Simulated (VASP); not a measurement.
LaBi (WC type): relaxation of cell and atoms with LDA

LaBi (WC type):

```
CELL_PARAMETERS angstrom
2.98794 0.00000 0.00000
-1.49397 2.58763 0.00000
0.00000 0.00000 5.01101
ATOMIC_POSITIONS crystal
La 0.00000 0.00000 0.00000
Bi 0.33333 0.66667 0.50000
```

* Program: VASP 6.6.1
* Task: relaxation of cell and atoms
* Functional: LDA
* Potentials or basis: VASP PAW LDA potentials, release 64 (La, Bi_d)
* Cutoff: 600 eV
* k mesh: 12 × 12 × 11
* Occupations: fermi-dirac, width 0.05 eV
* Spin: no spin polarisation
* Target pressure: 61 GPa
* Dipole correction: no
* Further INCAR settings: ALGO = Normal; EDIFF = 1e-06; IBRION = 2; EDIFFG = -0.005; NSW = 32; ISIF = 3

```json
{
 "Relaxed volume": "19.39 Å³/atom",
 "Relaxed cell": "a = 2.989 Å, b = 2.989 Å, c = 5.013 Å, α = 90.00°, β = 90.00°, γ = 120.00°",
 "Space group after relaxing (to 0.1 Å)": "P-6m2 (No. 187)",
 "Energy change on relaxing (the run minimises the enthalpy)": "-7.7 meV/atom",
 "Ionic steps": "3",
 "Pressure after relaxing": "61.0 GPa",
 "Band gap on the k mesh": "zero (bands 13 and 14 overlap by 2.55 eV)"
}
```

Step by step:
```csv
step,energy change (eV),largest force (eV/Å),pressure (GPa),volume (Å³)
1,0.0000,0.0000,61.29,38.74
2,-0.0748,0.0000,59.85,38.94
3,-0.0154,0.0000,60.99,38.78
```

Final structure:
```
La Bi
1.0
     2.98890    0.00000    0.00000
    -1.49445    2.58846    0.00000
     0.00000    0.00000    5.01302
La Bi
1 1
Direct
  0.00000 0.00000 0.00000
  0.33333 0.66667 0.50000
```

Levels at points of the mesh, in eV from the Fermi level:
| k point | band 10 | band 11 | band 12 | band 13 | band 14 | band 15 | band 16 | band 17 |
| --- | --- | --- | --- | --- | --- | --- | --- | --- |
| (0.00, 0.00, 0.00) | -13.20 | -1.60 | -0.69 | 1.28 | 2.08 | 2.08 | 2.27 | 2.96 |
| (0.50, 0.00, 0.00) | -10.27 | -7.27 | -4.65 | -2.29 | 1.53 | 1.96 | 2.99 | 3.02 |

Run time: 100 s on 1 thread of Intel(R) Xeon(R) 6975P-C (Granite Rapids), on a shared host, peak memory 0.26 GiB.

Caveat: the cell is relaxed towards a set pressure, so the run minimises the enthalpy, not the energy; spin-orbit coupling is left out, which moves the levels of the heavy elements.
